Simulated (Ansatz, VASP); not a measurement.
Os: VASP beside Ansatz

```
Os
1.0
     2.75233    0.00000    0.00000
    -1.37616    2.38358    0.00000
     0.00000    0.00000    4.35224
Os
2
Direct
  0.33333 0.66667 0.75000
  0.66667 0.33333 0.25000
```

Alike in both runs: functional PBE; k mesh 18 × 18 × 10; occupations gaussian, width 0.05 eV; no spin polarisation.

Ansatz relaxed the structure, and its values are those at the end. VASP's run is a single point on that final structure, the one shown.

|  | VASP | Ansatz |
| --- | --- | --- |
| version | VASP 6.6.1 | Ansatz 0.2.0 |
| potentials or method | VASP PAW PBE potentials, release 64 (Os), cutoff 520 eV | scalar-relativistic, plane waves, PAW |
| valence electrons in the cell | 16 | 32 |

|  | VASP | Ansatz | Ansatz less VASP |
| --- | --- | --- | --- |
| gap on the k mesh at the Fermi level (eV) | none | none | - |
| pressure (GPa) | -0.2 | 0.0 | +0.16 |

A gap of «none» marks a metal or a gap that the smearing closes. The functional is the same, so the differences come from potentials, cutoffs and numerics. VASP's potentials hold 16 valence electrons a cell and Ansatz's 32, so a difference there can come from the potentials and not from the codes.

Neither program's run includes spin-orbit coupling.
